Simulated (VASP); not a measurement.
## AlNi: single point with PBE

AlNi:

```xyz
2
Lattice="2.0428 -2.3492 0.0000 2.0428 2.3492 0.0000 0.0000 0.0000 2.9011" Properties=species:S:1:pos:R:3 pbc="T T T"
Al    0.0000    0.0000    0.0000
Ni    2.0428    0.0000    1.4506
```

This cell differs from its parent crystal: strain +0.1500 x Voigt [0, 1, 0, 0, 0, 0].

```json
{"Program": "VASP 6.6.1", "Task": "single point", "Functional": "PBE", "Potentials or basis": "VASP PAW PBE potentials, release 64 (Al, Ni)", "Cutoff": "520 eV", "k mesh": "20 × 20 × 20", "Occupations": "gaussian, width 0.15 eV", "Spin": "no spin polarisation"}
```

- Pressure: -13.9 GPa

Stress tensor (GPa, compression positive):
```
 -5.55   0.00   0.00
  0.00 -24.22   0.00
  0.00   0.00 -11.87
```

Levels at points of the mesh, in eV from the Fermi level:
```
           k point  band 5  band 6  band 7  band 8  band 9  band 10
(0.00, 0.00, 0.00)   -1.38   -1.10    3.86    4.91    6.37     7.56
(0.50, 0.00, 0.00)   -1.70   -1.15   -0.69    6.72    8.05     9.66
(0.50, 0.50, 0.00)   -1.63   -1.46   -0.97    0.44    2.24    11.37
(0.00, 0.00, 0.50)   -1.72   -1.32   -0.32    8.33    8.46     9.41
(0.50, 0.00, 0.50)   -1.82   -1.74   -0.83    1.48    2.00     9.39
(0.50, 0.50, 0.50)   -0.78    1.03    1.48    2.99    3.03     3.45
```

Run time: 4.5 min on 1 thread of AMD EPYC 9R45 96-Core Processor (Zen 5), with other jobs on the host, peak memory 0.52 GiB.

Caveat: the cell differs from its parent crystal (strain +0.1500 x Voigt [0, 1, 0, 0, 0, 0]). Spin polarisation is off, so any magnetic state and its effect on volume and gap are missing.
